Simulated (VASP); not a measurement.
Here is a VASP 6.6.1 calculation.

The input INCAR:

```
  ALGO = Normal
  EDIFF = 1E-7
  ENCUT = 520
  GGA = CA
  ISIF = 2
  ISMEAR = 0
  LASPH = T
  LCHARG = F
  LREAL = F
  LWAVE = F
  NBANDS = 12
  NELM = 60
  PREC = Accurate
  SIGMA = 0.1
```

File KPOINTS:

```
k-points
0
Gamma
  18 18 18
```

POSCAR

```
Cu
1.0
    0.0000000000      1.7592131580      1.7592131580
    1.7592131580      0.0000000000      1.7592131580
    1.7592131580      1.7592131580      0.0000000000
Cu
1
Direct
    0.0000000000      0.0000000000      0.0000000000
```

Potentials or basis: VASP PAW LDA potentials, release 64 (Cu).

Command:

```sh
$ cat potpaw_LDA.64/Cu/POTCAR > POTCAR
$ mpirun -np 1 vasp_std > vasp.out
```

(1) Predict the pressure.

(2) Predict the band gap on the k mesh.

## Answers

(1) 0.9 GPa.

(2) zero (an odd number of electrons rules out a gap without spin polarisation).
